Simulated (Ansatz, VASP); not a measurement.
**NaFeN in VASP and in Ansatz**

The input INCAR:

```
SYSTEM = NaFeN
PREC = Accurate
ENCUT = 520
EDIFF = 1E-6
ISMEAR = 0
SIGMA = 0.01
LREAL = .False.
LASPH = .True.
NELM = 60
ALGO = Normal
ISIF = 2
LWAVE = .False.
LCHARG = .False.
GGA = PE
NBANDS = 29
```

File KPOINTS:

```
Automatic mesh
0
Gamma
  9 9 2
  0 0 0
```

POSCAR

```
NaFeN
1.0
    2.9689807246      0.0000000000      0.0000000000
   -1.4844903623      2.5712127308      0.0000000000
    0.0000000000      0.0000000000      9.7879135217
Na Fe N
2 2 2
Direct
    0.6666666667      0.3333333333      0.7618107899
    0.3333333333      0.6666666667      0.2618107899
    0.0000000000      0.0000000000      0.5182926961
    0.0000000000      0.0000000000      0.0182926961
    0.3333333333      0.6666666667      0.5645365140
    0.6666666667      0.3333333333      0.0645365140
```

Input for Ansatz:

```yaml
crystal:
  lattice:
    - [2.9689807246, 0.0, 0.0]
    - [-1.4844903623, 2.5712127308, 0.0]
    - [0.0, 0.0, 9.7879135217]
  atoms:
    - { symbol: Na, position: [0.6666666667, 0.3333333333, 0.7618107899] }
    - { symbol: Na, position: [0.3333333333, 0.6666666667, 0.2618107899] }
    - { symbol: Fe, position: [0.0, 0.0, 0.5182926961] }
    - { symbol: Fe, position: [0.0, 0.0, 0.0182926961] }
    - { symbol: "N", position: [0.3333333333, 0.6666666667, 0.564536514] }
    - { symbol: "N", position: [0.6666666667, 0.3333333333, 0.064536514] }
kpoints:
  mp_grid: { grid: [9, 9, 2] }
hamiltonian:
  xc: pbe
scf:
  occupations: { method: fixed }
  n_extra_bands: 5
output:
  forces: true
  stress: true
  eigenvalues: true
```

Alike in both runs: task single point; functional PBE; k mesh 9 × 9 × 2; no spin polarisation.

```csv
,VASP,Ansatz
version,VASP 6.6.1,Ansatz 0.2.0
potentials or method,"VASP PAW PBE potentials, release 64 (Na_pv, Fe, N)","plane waves, PAW"
plane-wave cutoff (eV),520,420
occupations,"gaussian, width 0.01 eV",fixed
valence electrons in the cell,40,60
```

```csv
,VASP,Ansatz,Ansatz less VASP
gap on the k mesh at the Fermi level (eV),0.38,0.40,+0.017
pressure (GPa),5.4,4.2,-1.17
"traceless stress, the component that is largest in VASP (GPa)",-3.03,-1.96,+1.076
rms of the force components (eV/Å),0.187,0.124,-0.0636
```

Atom by atom the forces differ by 0.064 eV/Å (rms over components). VASP's potentials hold 40 valence electrons a cell and Ansatz's 60, so a difference there can come from the potentials and not from the codes.
